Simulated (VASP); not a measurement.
Write the native input for VASP 6.6.1 that does the following.

```yaml
Task: single point
Functional: PBE
Dispersion: D3(BJ)
Potentials_or_basis: VASP PAW PBE potentials, release 64 (F, H)
Cutoff: 520 eV
k_mesh: 1 × 1 × 1
Occupations: fermi-dirac, width 0.02 eV
Spin: no spin polarisation
Dipole_correction: no
Further_INCAR_settings: LREAL = Auto; ALGO = Normal; EDIFF = 1e-07; NBANDS = 66
```

The structure of HF lies in POSCAR:

```
HF
1.0
    7.1725540000      0.0000000000      0.0000000000
    0.0000000000      7.4376980000      0.0000000000
    0.0000000000      0.0000000000      7.4933130000
F H
12 12
Direct
    0.1980884354     -0.0038856108      0.6215007968
    0.4228898102      0.5062184563      0.4709932709
    0.7745358209      0.3273459073      0.9352205093
    0.2567146933      0.8195008724      0.8652781487
    0.8267905686      0.6102425777      0.0683409328
    0.0866915746      0.6365275923      0.5907800728
    0.3412870785      0.5296396815      0.9652072454
    0.7544871743      0.0938596862      0.4293027663
    0.4458523421      0.2125926597      0.8281116777
    0.6542160575      0.6823751112      0.3331637154
    0.0550292127      0.9038683743      0.3421584018
    0.4664307860      0.1980720379      0.3098629405
    0.1295215066     -0.0504860509      0.5180885945
    0.5074900795      0.6058729462      0.4040268970
    0.6736373125      0.2445514728      0.9051803922
    0.2121141228      0.8688037616      0.7513765940
    0.7902484945      0.4938355927      0.0106761856
    0.2003191611      0.6112106192      0.5342096346
    0.2965052616      0.6448231697      0.9188992906
    0.6345856720      0.1086760984      0.3694760915
    0.4091569056      0.3323205648      0.8702559202
    0.6935604807      0.6707451687      0.2078920232
   -0.0394838436      0.9819301617      0.3584796204
    0.4291776681      0.3026608502      0.3872786310
```

These files were run (other wordings do the same):

INCAR

```
SYSTEM = HF
PREC = Accurate
ENCUT = 520
EDIFF = 1E-7
ISMEAR = -1
SIGMA = 0.02
LREAL = Auto
LASPH = .True.
NELM = 100
ALGO = Normal
ISIF = 2
LWAVE = .False.
LCHARG = .False.
GGA = PE
IVDW = 12
NBANDS = 66
```

KPOINTS

```
regular mesh
0
Gamma
  1 1 1
  0 0 0
```

Potentials or basis: VASP PAW PBE potentials, release 64 (F, H).

Command:

```sh
$ cat potpaw_PBE.64/F/POTCAR potpaw_PBE.64/H/POTCAR > POTCAR
$ mpirun -np 1 vasp_gam > vasp.out
```

It gave:

- Pressure: 0.2 GPa
- Largest force: 4.020 eV/Å
- Band gap on the k mesh: 6.91 eV
- Dispersion energy per atom: -0.019 eV

Caveat: the k points lie up to 0.88 Å⁻¹ apart.

Run time: 37 s on 1 thread of Intel(R) Xeon(R) Platinum 8488C (Sapphire Rapids), on a shared host, peak memory 0.36 GiB.
